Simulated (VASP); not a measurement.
Wanted: the native input for a VASP 6.6.1 run.

```
Task                   : relaxation of cell and atoms
Functional             : PBEsol
Potentials or basis    : VASP PAW PBE potentials, release 64 (S)
Cutoff                 : 500 eV
k mesh                 : 20 × 20 × 20
Occupations            : fermi-dirac, width 0.05 eV
Spin                   : no spin polarisation
Target pressure        : 140 GPa
Dipole correction      : no
Further INCAR settings : ALGO = Normal; EDIFF = 1e-07; IBRION = 2; EDIFFG = -0.005; NSW = 32; ISIF = 3
```

The structure of S lies in POSCAR:

```
S
1.0
   -1.3044390656      1.3044390656      1.3044390656
    1.3044390656     -1.3044390656      1.3044390656
    1.3044390656      1.3044390656     -1.3044390656
S
1
Direct
    0.0000000000      0.0000000000      0.0000000000
```

One way to write it, as run:

INCAR

```
  ALGO = Normal
  EDIFF = 1E-7
  EDIFFG = -0.005
  ENCUT = 500
  GGA = PS
  GGA_COMPAT = F
  IBRION = 2
  ISIF = 3
  ISMEAR = -1
  LASPH = T
  LCHARG = F
  LREAL = F
  LWAVE = F
  NELM = 120
  NELMIN = 4
  NSW = 32
  PREC = Accurate
  PSTRESS = 1400.0
  SIGMA = 0.05
```

KPOINTS

```
k-points
0
Gamma
  20 20 20
```

Potentials or basis: VASP PAW PBE potentials, release 64 (S).

Launch:

```bash
$ cat potpaw_PBE.64/S/POTCAR > POTCAR
$ mpirun -np 1 vasp_std > vasp.out
```

Results of the run:

* Relaxed volume: 8.88 Å³/atom
* Relaxed cell: a = 2.260 Å, b = 2.260 Å, c = 2.260 Å, α = 109.47°, β = 109.47°, γ = 109.47°
* Space group after relaxing (to 0.05 Å): Im-3m (No. 229)
* Energy change on relaxing (the enthalpy is what falls): -3.3 meV/atom
* Ionic steps: 3
* Pressure after relaxing: 140.0 GPa
* Band gap on the k mesh: zero (band 3 reaches 26.05 eV, above the bottom of band 4 at 9.38 eV)

Caveat: the cell is relaxed towards a set pressure, so the enthalpy falls and the energy may rise; the PAW data sets were made with another functional, which shifts forces and pressure a little.

Wall time 17 s on 1 thread of Intel Xeon 8259CL, on a shared host, peak memory 0.12 GiB.
